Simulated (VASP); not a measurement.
# LiF (Fm-3m) in VASP: a series of runs

Runs on LiF. Level: PBE. Tasks: single point.

Everything below comes from runs of VASP 6.6.1. Logs are shortened: lines on timing, memory, paths and dates and some standing lists are left out, and cuts for length are marked.

## Step 1: The cell of the first run

Symmetry: Fm-3m, No. 225, cubic system. The conventional cell has a = 4.067 Å, b = 4.067 Å, c = 4.067 Å, α = 90.00°, β = 90.00°, γ = 90.00°. Li (site symmetry m-3m) has 6 F at 2.03 Å within 2.7 Å. Within 2.7 Å of F (site symmetry m-3m) lie 6 Li at 2.03 Å.

## Step 2: Single point, PBE

Input file INCAR:

```
SYSTEM = LiF
PREC = Accurate ; ENCUT = 750
EDIFF = 1E-6 ; ISMEAR = -1
SIGMA = 0.1 ; LREAL = .FALSE.
LASPH = .TRUE. ; NELM = 120
ALGO = Normal ; ISIF = 2
LWAVE = .FALSE. ; LCHARG = .FALSE.
GGA = PE ; NBANDS = 12
GGA_COMPAT = .FALSE.
```

Input file KPOINTS:

```
regular mesh
0
G
  8 8 8
  0 0 0
```

Input file POSCAR:

```
LiF
1.0
    0.0000000000      2.0336630786      2.0336630786
    2.0336630786      0.0000000000      2.0336630786
    2.0336630786      2.0336630786      0.0000000000
Li F
1 1
Direct
    0.0000000000      0.0000000000      0.0000000000
    0.5000000000      0.5000000000      0.5000000000
```

Potentials or basis: VASP PAW PBE potentials, release 64 (Li_sv, F).

Launch:

```bash
$ cat potpaw_PBE.64/Li_sv/POTCAR potpaw_PBE.64/F/POTCAR > POTCAR
$ mpirun -np 1 vasp_std > vasp.out
```

OUTCAR:

```text
SYSTEM = LiF
   PREC = Accurate
   ENCUT = 750
   EDIFF = 1E-6
   ISMEAR = -1
   LREAL = .FALSE.
   LASPH = .TRUE.
   NELM = 120
   ISIF = 2
   GGA = PE

 ion  position               nearest neighbor table
   1  0.000  0.000  0.000-   2 2.03   2 2.03   2 2.03   2 2.03   2 2.03   2 2.03
   2  0.500  0.500  0.500-   1 2.03   1 2.03   1 2.03   1 2.03   1 2.03   1 2.03

  LATTYP: Found a face centered cubic cell.
 ALAT       =     4.0673261572

  Lattice vectors:

 A1 = (   0.0000000000,   2.0336630786,   2.0336630786)
 A2 = (   2.0336630786,   0.0000000000,   2.0336630786)
 A3 = (   2.0336630786,   2.0336630786,   0.0000000000)

Analysis of symmetry for initial positions (statically):
=====================================================================
 Subroutine PRICEL returns:
 Original cell was already a primitive cell.

 Routine SETGRP: Setting up the symmetry group for a
 face centered cubic supercell.

 Subroutine GETGRP returns: Found 48 space group operations
 (whereof 48 operations were pure point group operations)
 out of a pool of 48 trial point group operations.

The static configuration has the point symmetry O_h .

Analysis of symmetry for dynamics (positions and initial velocities):
=====================================================================
 Subroutine PRICEL returns:
 Original cell was already a primitive cell.

 Routine SETGRP: Setting up the symmetry group for a
 face centered cubic supercell.

 Subroutine GETGRP returns: Found 48 space group operations
 (whereof 48 operations were pure point group operations)
 out of a pool of 48 trial point group operations.

The dynamic configuration has the point symmetry O_h .

 Subroutine INISYM returns: Found 48 space group operations
 (whereof 48 operations are pure point group operations),
 and found     1 'primitive' translations

----------------------------------------------------------------------------------------

                                     Primitive cell

  volume of cell :      16.8216

  direct lattice vectors                    reciprocal lattice vectors
     0.000000000  2.033663079  2.033663079    -0.245861768  0.245861768  0.245861768
     2.033663079  0.000000000  2.033663079     0.245861768 -0.245861768  0.245861768
     2.033663079  2.033663079  0.000000000     0.245861768  0.245861768 -0.245861768

  length of vectors
     2.876033907  2.876033907  2.876033907     0.425845074  0.425845074  0.425845074

  position of ions in fractional coordinates (direct lattice)
     0.000000000  0.000000000  0.000000000
     0.500000000  0.500000000  0.500000000

  ion indices of the primitive-cell ions
   primitive index   ion index
                 1           1
                 2           2

----------------------------------------------------------------------------------------

 KPOINTS: regular mesh

Automatic generation of k-mesh.
 Grid dimensions read from file:
 generate k-points for:    8    8    8

 Generating k-lattice:

  Cartesian coordinates                     Fractional coordinates (reciprocal lattice)
    -0.030732721  0.030732721  0.030732721     0.125000000  0.000000000  0.000000000
     0.030732721 -0.030732721  0.030732721     0.000000000  0.125000000  0.000000000
     0.030732721  0.030732721 -0.030732721     0.000000000  0.000000000  0.125000000

  Length of vectors
     0.053230634  0.053230634  0.053230634

  Shift w.r.t. Gamma in fractional coordinates (k-lattice)
     0.000000000  0.000000000  0.000000000

 Subroutine IBZKPT returns following result:
 ===========================================

 Found     29 irreducible k-points:

 Following reciprocal coordinates:
            Coordinates               Weight
  0.000000  0.000000  0.000000      1.000000
  0.125000  0.000000  0.000000      8.000000
  0.250000  0.000000  0.000000      8.000000
  0.375000  0.000000  0.000000      8.000000
  0.500000  0.000000  0.000000      4.000000
  0.125000  0.125000  0.000000      6.000000
[... 16 lines left out ...]
  0.500000  0.250000  0.125000     48.000000
 -0.375000  0.250000  0.125000     24.000000
 [... further k-points ...]
   k-points           NKPTS =     29   k-points in BZ     NKDIM =     29   number of bands    NBANDS=     12
   number of dos      NEDOS =    301   number of ions     NIONS =      2
   total plane-waves  NPLWV =  21952
   dimension x,y,z NGX =    28 NGY =   28 NGZ =   28
   dimension x,y,z NGXF=    56 NGYF=   56 NGZF=   56
   ions per type =               1   1
   NGX,Y,Z   is equivalent  to a cutoff of  16.19, 16.19, 16.19 a.u.
   NGXF,Y,Z  is equivalent  to a cutoff of  32.37, 32.37, 32.37 a.u.
 SYSTEM =  LiF
   PREC   = accura    normal or accurate (medium, high low for compatibility)
   ISTART =      0    job   : 0-new  1-cont  2-samecut
   ICHARG =      2    charge: 1-file 2-atom 10-const
   ISPIN  =      1    spin polarized calculation?
   LNONCOLLINEAR =      F non collinear calculations
   LSORBIT =      F    spin-orbit coupling
   LASPH  =      T    aspherical Exc in radial PAW
   ENCUT  =  750.0 eV  55.12 Ry    7.42 a.u.   6.42  6.42  6.42*2*pi/ulx,y,z
   NELM   =    120;   NELMIN=  2; NELMDL= -5     # of ELM steps
   EDIFF  = 0.1E-05   stopping-criterion for ELM
   LREAL  =      F    real-space projection
   EDIFFG = 0.1E-04   stopping-criterion for IOM
   NSW    =      0    number of steps for IOM
   IBRION =     -1    ionic relax: 0-MD 1-quasi-New 2-CG
   NFREE  =      0    steps in history (QN), initial steepest desc. (CG)
   ISIF   =      2    stress and relaxation
   ISYM   =      2    0-nonsym 1-usesym 2-fastsym
   POTIM  = 0.5000    time-step for ionic-motion
   TEBEG  =    0.0;   TEEND  =   0.0 temperature during run
   PSTRESS=    0.0 pullay stress
   NELECT =      10.0000    total number of electrons
   NUPDOWN=      -1.0000    fix difference up-down
   EMIN   =  10.00;   EMAX   =-10.00  energy-range for DOS
   EFERMI =   0.00;   METHOD = LEGACY
   ISMEAR =    -1;   SIGMA  =   0.10  broadening in eV -4-tet -1-fermi 0-gaus
   EFERMI_NEDOS =   21; number of points for ismear=-14 and -15
   IALGO  =     38    algorithm
   IMIX   =      4    mixing-type and parameters
     AMIX     =   0.40;   BMIX     =  1.00
     AMIX_MAG =   1.60;   BMIX_MAG =  1.00
  volume/ion in A,a.u.               =       8.41        56.76
  Fermi-wavevector in a.u.,A,eV,Ry     =   1.376530  2.601265 25.780811  1.894836
  Thomas-Fermi vector in A             =   2.501767
   LORBIT       =      0    0 simple, 1 ext, 2 COOP (PROOUT), +10 PAW based schemes
   GGA     = PE    functional components
   LHFCALC =     F    Hartree Fock is set to
   AEXX    =    0.0000 exact exchange contribution
   IVDW    =     0    specifies the selected vdW correction
   LEPSILON=     F    determine dielectric tensor
   LRPA    =     F    only Hartree local field effects (RPA)
 non-spin polarized calculation
  energy-cutoff  :      750.00
  volume of cell :       16.82
 maximum number of plane-waves:       817
 NGX is ok and might be reduce to    28
   NGX = 13   NGY = 13   NGZ = 13

 number of electron      10.0000000 magnetization

 number of electron       9.9999999 magnetization

 Free energy of the ion-electron system (eV)
  ---------------------------------------------------
  ext. energy  EPLUGINS =         0.00000000
  ---------------------------------------------------
  free energy    TOTEN  =        -9.64505749 eV

  energy without entropy =       -9.64505749  energy(sigma->0) =       -9.64505749

 E-fermi :   1.1885     XC(G=0):  -9.8433

 val. band max:       -1.2012627649   @ k =   0.0000   0.0000   0.0000
 cond. band min:       7.6233727069   @ k =   0.0000   0.0000   0.0000
 fundamental gap:      8.8246354718
 Fermi energy:         1.1884969136

 k-point     1 :       0.0000    0.0000    0.0000
  band No.  band energies     occupation
      1     -42.1750      2.00000
      2     -21.0946      2.00000
      3      -1.2013      2.00000
      4      -1.2013      2.00000
      5      -1.2013      2.00000
      6       7.6234      0.00000
      7      22.3870      0.00000
      8      22.3870      0.00000
      9      22.3870      0.00000
     10      22.8412      0.00000
     11      22.8412      0.00000
     12      22.8412      0.00000

 k-point     2 :       0.1250    0.0000    0.0000
  band No.  band energies     occupation
      1     -42.1675      2.00000
      2     -21.0378      2.00000
      3      -1.6241      2.00000
      4      -1.2352      2.00000
      5      -1.2352      2.00000
      6       8.0620      0.00000
      7      19.1192      0.00000
      8      20.8185      0.00000
      9      20.8185      0.00000
     10      24.0509      0.00000
     11      24.1515      0.00000
     12      24.1515      0.00000

 k-point     3 :       0.2500    0.0000    0.0000
  band No.  band energies     occupation
      1     -42.1494      2.00000
      2     -20.8952      2.00000
      3      -2.5279      2.00000
      4      -1.3140      2.00000
      5      -1.3140      2.00000
      6       8.9049      0.00000
      7      16.4795      0.00000
      8      19.0809      0.00000
      9      19.0809      0.00000
     10      25.3966      0.00000
     11      25.9624      0.00000
     12      25.9624      0.00000

 k-point     4 :       0.3750    0.0000    0.0000
  band No.  band energies     occupation
      1     -42.1312      2.00000
      2     -20.7454      2.00000
      3      -3.3250      2.00000
      4      -1.3893      2.00000
      5      -1.3893      2.00000
      6       9.3704      0.00000
      7      15.3554      0.00000
      8      17.8862      0.00000
      9      17.8862      0.00000
     10      27.2371      0.00000
     11      28.1047      0.00000
     12      28.1047      0.00000

 k-point     5 :       0.5000    0.0000    0.0000
  band No.  band energies     occupation
      1     -42.1236      2.00000
      2     -20.6811      2.00000
      3      -3.6344      2.00000
      4      -1.4197      2.00000
      5      -1.4197      2.00000
      6       9.4237      0.00000
      7      15.1836      0.00000
      8      17.4675      0.00000
      9      17.4676      0.00000
     10      28.6243      0.00000
     11      29.3158      0.00000
     12      29.3158      0.00000
[... 228 lines left out ...]
      1     -42.1103      2.00000
      2     -20.4367      2.00000
      3      -4.0828      2.00000
      4      -2.1569      2.00000
      5      -2.1569      2.00000
      6      13.3374      0.00000
      7      15.1385      0.00000
      8      15.8797      0.00000
      9      18.6944      0.00000
     10      18.6944      0.00000
     11      31.3691      0.00000
     12      36.4760      0.00000

 k-point    22 :       0.3750    0.2500    0.1250
  band No.  band energies     occupation
      1     -42.1365      2.00000
      2     -20.7670      2.00000
      3      -2.7771      2.00000
      4      -1.9256      2.00000
      5      -1.4794      2.00000
      6      10.0372      0.00000
      7      15.6520      0.00000
      8      18.1341      0.00000
      9      18.6363      0.00000
     10      22.2031      0.00000
     11      29.4933      0.00000
     12      29.5034      0.00000

 k-point    23 :       0.5000    0.2500    0.1250
  band No.  band energies     occupation
      1     -42.1224      2.00000
      2     -20.6308      2.00000
      3      -3.2453      2.00000
      4      -2.2647      2.00000
      5      -1.5969      2.00000
      6      10.8722      0.00000
      7      14.5304      0.00000
      8      17.5882      0.00000
      9      17.9676      0.00000
     10      24.1564      0.00000
     11      28.6189      0.00000
     12      31.3342      0.00000

 k-point    24 :      -0.3750    0.2500    0.1250
  band No.  band energies     occupation
      1     -42.1165      2.00000
      2     -20.5726      2.00000
      3      -3.4437      2.00000
      4      -2.3749      2.00000
      5      -1.6626      2.00000
      6      11.1239      0.00000
      7      14.2760      0.00000
      8      17.4935      0.00000
      9      17.6119      0.00000
     10      25.9914      0.00000
     11      27.0778      0.00000
     12      32.4822      0.00000

 [... further k-points ...]

------------------------ aborting loop because EDIFF is reached ----------------------------------------

  FORCE on cell =-STRESS in cart. coord.  units (eV):
  Direction    XX          YY          ZZ          XY          YZ          ZX
  --------------------------------------------------------------------------------------
  -------------------------------------------------------------------------------------
  Total       -0.0719197     -0.0719197     -0.0719197     -0.0000000      0.0000000     -0.0000000
  in kB       -6.8500109     -6.8500109     -6.8500109     -0.0000000      0.0000000     -0.0000000
  external PRESSURE =      -6.8500109 kB  Pullay stress =       0.0000000 kB

 VOLUME and BASIS-vectors are now :
 -----------------------------------------------------------------------------
  energy-cutoff  :      750.00
  volume of cell :       16.82
      direct lattice vectors                 reciprocal lattice vectors
     0.000000000  2.033663079  2.033663079    -0.245861768  0.245861768  0.245861768
     2.033663079  0.000000000  2.033663079     0.245861768 -0.245861768  0.245861768
     2.033663079  2.033663079  0.000000000     0.245861768  0.245861768 -0.245861768

 POSITION                                       TOTAL-FORCE (eV/Angst)
 -----------------------------------------------------------------------------------
      0.00000      0.00000      0.00000        -0.000000      0.000000     -0.000000
      2.03366      2.03366      2.03366         0.000000     -0.000000      0.000000
 -----------------------------------------------------------------------------------
    total drift:                                0.000000      0.000000      0.000000

  FREE ENERGIE OF THE ION-ELECTRON SYSTEM (eV)
  ---------------------------------------------------
  free  energy   TOTEN  =        -9.6450574949 eV

  energy  without entropy=       -9.6450574949  energy(sigma->0) =       -9.64505749
```

Wall time 7.9 s (1 thread of AMD EPYC 7R13 (Zen 3), shared host); peak memory 0.12 GiB.

Results:

```
Free energy            : -9.6451 eV
Pressure               : -0.7 GPa
Band gap on the k mesh : 8.82 eV
```

## Step 3: Single point, PBE

Input file INCAR:

```
PREC = Accurate
ENCUT = 750
EDIFF = 1E-6
ISMEAR = -1
SIGMA = 0.1
LREAL = F
LASPH = T
NELM = 120
ALGO = Normal
ISIF = 2
LWAVE = F
LCHARG = F
GGA = PE
NBANDS = 12
GGA_COMPAT = F
```

Input file KPOINTS:

```
regular mesh
0
Gamma
  8 8 8
```

POSCAR is that of step 2.

Potentials or basis: VASP PAW PBE potentials, release 64 (Li_sv, F).

Launch:

```bash
$ cat potpaw_PBE.64/Li_sv/POTCAR potpaw_PBE.64/F/POTCAR > POTCAR
$ mpirun -np 1 vasp_std > vasp.out
```

Wall time 8.9 s (1 thread of AMD EPYC 7R13 (Zen 3), shared host); peak memory 0.12 GiB.

The run converged. Its results:

```yaml
Free_energy: -9.6451 eV
Pressure: -0.7 GPa
Band_gap_on_the_k_mesh: 8.82 eV
```

Levels at points of the mesh, in eV from the valence-band top:
```csv
k point,band 2,band 3,band 4,band 5,band 6,band 7,band 8,band 9
"(0.00, 0.00, 0.00)",-19.89,0.00,0.00,0.00,8.82,23.59,23.59,23.59
"(0.50, 0.00, 0.00)",-19.48,-2.43,-0.22,-0.22,10.62,16.38,18.67,18.67
"(0.50, 0.50, 0.00)",-19.24,-2.88,-0.96,-0.96,14.54,16.34,17.08,19.90
```

A k mesh can miss the band edges. A hybrid or GW would open this gap; PBE tends to underestimate it.
